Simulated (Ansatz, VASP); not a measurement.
## In2Au in VASP and in Ansatz

The input INCAR:

```
  PREC = Accurate
  ENCUT = 520
  EDIFF = 1E-6
  ISMEAR = -1
  SIGMA = 0.05
  LREAL = False
  LASPH = True
  NELM = 100
  ALGO = Normal
  ISIF = 2
  LWAVE = False
  LCHARG = False
  NBANDS = 26
```

File KPOINTS:

```
Automatic mesh
0
Gamma
  10 10 10
```

POSCAR

```
In2Au
1.0
    0.0000000000      3.2725304288      3.2725304288
    3.2725304288      0.0000000000      3.2725304288
    3.2725304288      3.2725304288      0.0000000000
In Au
2 1
Direct
    0.2500000000      0.2500000000      0.2500000000
    0.7500000000      0.7500000000      0.7500000000
    0.0000000000      0.0000000000      0.0000000000
```

Input for Ansatz:

```yaml
crystal:
  lattice:
    - [0.0, 3.2725304288, 3.2725304288]
    - [3.2725304288, 0.0, 3.2725304288]
    - [3.2725304288, 3.2725304288, 0.0]
  atoms:
    - { symbol: In, position: [0.25, 0.25, 0.25] }
    - { symbol: In, position: [0.75, 0.75, 0.75] }
    - { symbol: Au, position: [0.0, 0.0, 0.0] }
kpoints:
  mp_grid: { grid: [10, 10, 10] }
  band_path:
    path:
      - [0.0, 0.0, 0.0]
      - [0.5, 0.0, 0.5]
      - [0.625, 0.25, 0.625]
      - [0.375, 0.375, 0.75]
      - [0.0, 0.0, 0.0]
      - [0.5, 0.5, 0.5]
      - [0.5, 0.25, 0.75]
      - [0.5, 0.0, 0.5]
    npoints: 5
scf:
  occupations: { method: fermi_dirac, width: 0.05 }
hamiltonian:
  xc: lda
  pseudopotentials: { kind: all_electron, lapw: { basis_error: 0.0005 } }
output:
  forces: true
  stress: true
  eigenvalues: true
```

Change from the starting cell: volume scaled by 1.02.

Alike in both runs: task single point; functional LDA; k mesh 10 × 10 × 10; occupations fermi-dirac, width 0.05 eV; no spin polarisation.

|  | VASP | Ansatz |
| --- | --- | --- |
| version | VASP 6.6.1 | Ansatz 0.2.0 |
| potentials or method | VASP PAW LDA potentials, release 64 (In_d, Au), cutoff 520 eV | all-electron LAPW, scalar-relativistic |

```csv
,VASP,Ansatz,Ansatz less VASP
pressure (GPa),-2.5,-2.6,-0.08
```

LDA's correlation is that of Perdew and Zunger in VASP and of Perdew and Wang (1992) in Ansatz. Ansatz ran all-electron here, and VASP with PAW potentials.

Neither program's run includes spin-orbit coupling.
